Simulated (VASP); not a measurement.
# NaW (Pm-3m) in VASP: single point with PBE

Aim: the single point of NaW with PBE.

Program: VASP 6.6.1. These are calculated values, not measurements. Logs are shortened: lines on timing, memory, paths and dates and some standing lists are left out, and cuts for length are marked.

**1. The cell of the first run**

Symmetry: Pm-3m, No. 221, cubic system. The conventional cell has a = 3.308 Å, b = 3.308 Å, c = 3.308 Å, α = 90.00°, β = 90.00°, γ = 90.00°. Within 3.8 Å of Na (site symmetry m-3m) lie 8 W at 2.86 Å and 6 Na at 3.31 Å. W (site symmetry m-3m) has 8 Na at 2.86 Å and 6 W at 3.31 Å within 3.8 Å.

**2. Single point, PBE**

Input file INCAR:

```
PREC     = Accurate       # precision mode
ENCUT    = 520            # plane-wave cutoff, eV
EDIFF    = 1E-6           # SCF threshold, eV
ISMEAR   = 0              # smearing method
SIGMA    = 0.1            # smearing width, eV
LREAL    = False          # projectors in reciprocal space
LASPH    = True           # aspherical terms in the spheres
NELM     = 80             # most SCF steps
ALGO     = Normal         # electronic algorithm
ISIF     = 2              # what is computed and relaxed
LWAVE    = False          # write WAVECAR
LCHARG   = True           # write CHGCAR
GGA      = PE             # functional
LELF     = True           # ELF
LVHAR    = True         
NBANDS   = 18             # bands
```

Input file KPOINTS:

```
regular mesh
0
Gamma
  16 16 16
```

Input file POSCAR:

```
NaW
1.0
    3.3075163171      0.0000000000      0.0000000000
    0.0000000000      3.3075163171      0.0000000000
    0.0000000000      0.0000000000      3.3075163171
Na W
1 1
Direct
    0.0000000000      0.0000000000      0.0000000000
    0.5000000000      0.5000000000      0.5000000000
```

Potentials or basis: VASP PAW PBE potentials, release 64 (Na_pv, W_sv).

Launch:

```
cat potpaw_PBE.64/Na_pv/POTCAR potpaw_PBE.64/W_sv/POTCAR > POTCAR
mpirun -np 1 vasp_std > vasp.out
```

OUTCAR:

```text
PREC = Accurate
   ENCUT = 520
   EDIFF = 1E-6
   ISMEAR = 0
   LREAL = False
   LASPH = True
   NELM = 80
   ISIF = 2
   GGA = PE

 ion  position               nearest neighbor table
   1  0.000  0.000  0.000-   2 2.86   2 2.86   2 2.86   2 2.86   2 2.86   2 2.86   2 2.86   2 2.86

   2  0.500  0.500  0.500-   1 2.86   1 2.86   1 2.86   1 2.86   1 2.86   1 2.86   1 2.86   1 2.86

  LATTYP: Found a simple cubic cell.
 ALAT       =     3.3075163171

  Lattice vectors:

 A1 = (   3.3075163171,   0.0000000000,   0.0000000000)
 A2 = (   0.0000000000,   3.3075163171,   0.0000000000)
 A3 = (   0.0000000000,   0.0000000000,   3.3075163171)

Analysis of symmetry for initial positions (statically):
=====================================================================
 Subroutine PRICEL returns:
 Original cell was already a primitive cell.

 Routine SETGRP: Setting up the symmetry group for a
 simple cubic supercell.

 Subroutine GETGRP returns: Found 48 space group operations
 (whereof 48 operations were pure point group operations)
 out of a pool of 48 trial point group operations.

The static configuration has the point symmetry O_h .

Analysis of symmetry for dynamics (positions and initial velocities):
=====================================================================
 Subroutine PRICEL returns:
 Original cell was already a primitive cell.

 Routine SETGRP: Setting up the symmetry group for a
 simple cubic supercell.

 Subroutine GETGRP returns: Found 48 space group operations
 (whereof 48 operations were pure point group operations)
 out of a pool of 48 trial point group operations.

The dynamic configuration has the point symmetry O_h .

 Subroutine INISYM returns: Found 48 space group operations
 (whereof 48 operations are pure point group operations),
 and found     1 'primitive' translations

----------------------------------------------------------------------------------------

                                     Primitive cell

  volume of cell :      36.1831

  direct lattice vectors                    reciprocal lattice vectors
     3.307516317  0.000000000  0.000000000     0.302341668  0.000000000  0.000000000
     0.000000000  3.307516317  0.000000000     0.000000000  0.302341668  0.000000000
     0.000000000  0.000000000  3.307516317     0.000000000  0.000000000  0.302341668

  length of vectors
     3.307516317  3.307516317  3.307516317     0.302341668  0.302341668  0.302341668

  position of ions in fractional coordinates (direct lattice)
[... 64 lines left out ...]
   dimension x,y,z NGX =    28 NGY =   28 NGZ =   28
   dimension x,y,z NGXF=    56 NGYF=   56 NGZF=   56
   ions per type =               1   1
   NGX,Y,Z   is equivalent  to a cutoff of  14.07, 14.07, 14.07 a.u.
   NGXF,Y,Z  is equivalent  to a cutoff of  28.15, 28.15, 28.15 a.u.
 SYSTEM =  unknown system
   PREC   = accura    normal or accurate (medium, high low for compatibility)
   ISTART =      0    job   : 0-new  1-cont  2-samecut
   ICHARG =      2    charge: 1-file 2-atom 10-const
   ISPIN  =      1    spin polarized calculation?
   LNONCOLLINEAR =      F non collinear calculations
   LSORBIT =      F    spin-orbit coupling
   LASPH  =      T    aspherical Exc in radial PAW
   ENCUT  =  520.0 eV  38.22 Ry    6.18 a.u.   6.15  6.15  6.15*2*pi/ulx,y,z
   NELM   =     80;   NELMIN=  2; NELMDL= -5     # of ELM steps
   EDIFF  = 0.1E-05   stopping-criterion for ELM
   LREAL  =      F    real-space projection
   EDIFFG = 0.1E-04   stopping-criterion for IOM
   NSW    =      0    number of steps for IOM
   IBRION =     -1    ionic relax: 0-MD 1-quasi-New 2-CG
   NFREE  =      0    steps in history (QN), initial steepest desc. (CG)
   ISIF   =      2    stress and relaxation
   ISYM   =      2    0-nonsym 1-usesym 2-fastsym
   POTIM  = 0.5000    time-step for ionic-motion
   TEBEG  =    0.0;   TEEND  =   0.0 temperature during run
   PSTRESS=    0.0 pullay stress
   NELECT =      21.0000    total number of electrons
   NUPDOWN=      -1.0000    fix difference up-down
   EMIN   =  10.00;   EMAX   =-10.00  energy-range for DOS
[... 5 lines left out ...]
     AMIX     =   0.40;   BMIX     =  1.00
     AMIX_MAG =   1.60;   BMIX_MAG =  1.00
  volume/ion in A,a.u.               =      18.09       122.09
  Fermi-wavevector in a.u.,A,eV,Ry     =   1.365566  2.580545 25.371732  1.864770
  Thomas-Fermi vector in A             =   2.491783
   LORBIT       =      0    0 simple, 1 ext, 2 COOP (PROOUT), +10 PAW based schemes
   GGA     = PE    functional components
   LHFCALC =     F    Hartree Fock is set to
[... 5 lines left out ...]
 Gauss-broadening in eV      SIGMA  =   0.10
  energy-cutoff  :      520.00
  volume of cell :       36.18
 maximum number of plane-waves:       992
 NGX is ok and might be reduce to    28
   NGX = 13   NGY = 13   NGZ = 13

 number of electron      20.9999997 magnetization

 Free energy of the ion-electron system (eV)
  ---------------------------------------------------
  ext. energy  EPLUGINS =         0.00000000
  ---------------------------------------------------
  free energy    TOTEN  =        -9.68960648 eV

  energy without entropy =       -9.67460995  energy(sigma->0) =       -9.68210821

 E-fermi :   5.6360     XC(G=0): -10.9879

 val. band max:        5.6349703532   @ k =   0.5000   0.3750   0.0625
 cond. band min:       5.6376457228   @ k =   0.4375   0.3125   0.0625
 fundamental gap:      0.0026753696
 Fermi energy:         5.6359905049

 k-point     1 :       0.0000    0.0000    0.0000
  band No.  band energies     occupation
      1     -68.5659      2.00000
      2     -32.6528      2.00000
      3     -32.6528      2.00000
      4     -32.6528      2.00000
      5     -17.1354      2.00000
      6     -17.1354      2.00000
[... 481 lines left out ...]
      5     -17.2332      2.00000
      6     -17.1457      2.00000
[... 10 lines left out ...]
     17      17.0911      0.00000
     18      19.1929      0.00000

 [... further k-points ...]
[... 5 lines left out ...]
  --------------------------------------------------------------------------------------
  -------------------------------------------------------------------------------------
  Total        0.0232288      0.0232288      0.0232288      0.0000000     -0.0000000     -0.0000000
  in kB        1.0285652      1.0285652      1.0285652      0.0000000     -0.0000000     -0.0000000
  external PRESSURE =       1.0285652 kB  Pullay stress =       0.0000000 kB

 VOLUME and BASIS-vectors are now :
 -----------------------------------------------------------------------------
  energy-cutoff  :      520.00
  volume of cell :       36.18
      direct lattice vectors                 reciprocal lattice vectors
     3.307516317  0.000000000  0.000000000     0.302341668  0.000000000  0.000000000
     0.000000000  3.307516317  0.000000000     0.000000000  0.302341668  0.000000000
     0.000000000  0.000000000  3.307516317     0.000000000  0.000000000  0.302341668

 POSITION                                       TOTAL-FORCE (eV/Angst)
 -----------------------------------------------------------------------------------
      0.00000      0.00000      0.00000         0.000000      0.000000      0.000000
      1.65376      1.65376      1.65376         0.000000      0.000000      0.000000
 -----------------------------------------------------------------------------------
    total drift:                                0.000000      0.000000      0.000000

  FREE ENERGIE OF THE ION-ELECTRON SYSTEM (eV)
  ---------------------------------------------------
  free  energy   TOTEN  =        -9.6896064774 eV

  energy  without entropy=       -9.6746099490  energy(sigma->0) =       -9.68210821
```

OSZICAR:

```text
N       E                     dE             d eps       ncg     rms          rms(c)
DAV:   1     0.189178822159E+03    0.18918E+03   -0.12439E+04  6252   0.137E+03
DAV:   2    -0.413511481516E+01   -0.19331E+03   -0.18972E+03  6492   0.387E+02
DAV:   3    -0.104161658411E+02   -0.62811E+01   -0.62041E+01  6784   0.726E+01
DAV:   4    -0.104953279214E+02   -0.79162E-01   -0.79100E-01  6818   0.854E+00
DAV:   5    -0.104966224921E+02   -0.12946E-02   -0.12945E-02  6534   0.113E+00    0.930E+00
DAV:   6    -0.973015518739E+01    0.76647E+00   -0.24037E+00  6482   0.101E+01    0.155E+00
DAV:   7    -0.969638647272E+01    0.33769E-01   -0.10775E-01  6428   0.188E+00    0.543E-01
DAV:   8    -0.968966543970E+01    0.67210E-02   -0.62275E-03  6644   0.110E+00    0.856E-02
DAV:   9    -0.968962039111E+01    0.45049E-04   -0.28600E-04  6770   0.192E-01    0.597E-02
DAV:  10    -0.968960865723E+01    0.11734E-04   -0.56282E-05  7482   0.104E-01    0.179E-02
DAV:  11    -0.968960677503E+01    0.18822E-05   -0.22663E-06  5530   0.187E-02    0.194E-03
DAV:  12    -0.968960647741E+01    0.29763E-06   -0.24512E-07  3232   0.602E-03
   1 F= -.96896065E+01 E0= -.96821082E+01  d E =-.149965E-01
```

stdout:

```text
POSCAR found type information on POSCAR NaW
 POSCAR found :  2 types and       2 ions
 scaLAPACK will be used
 LDA part: xc-table for (Slater+PW92), standard interpolation
 POSCAR, INCAR and KPOINTS ok, starting setup
 FFT: planning ... GRIDC
 FFT: planning ... GRID_SOFT
 FFT: planning ... GRID
 WAVECAR not read
 entering main loop
```

Run time: 75 s. Hardware: 1 thread of Intel Xeon Platinum 8259CL at 2.50GHz (Skylake/Cascade Lake), shared host; peak memory 0.23 GiB.

Results:

```
Free energy : -9.6896 eV
Pressure    : 0.1 GPa
```

Caveat: spin-orbit coupling is left out, which moves the levels of the heavy elements.
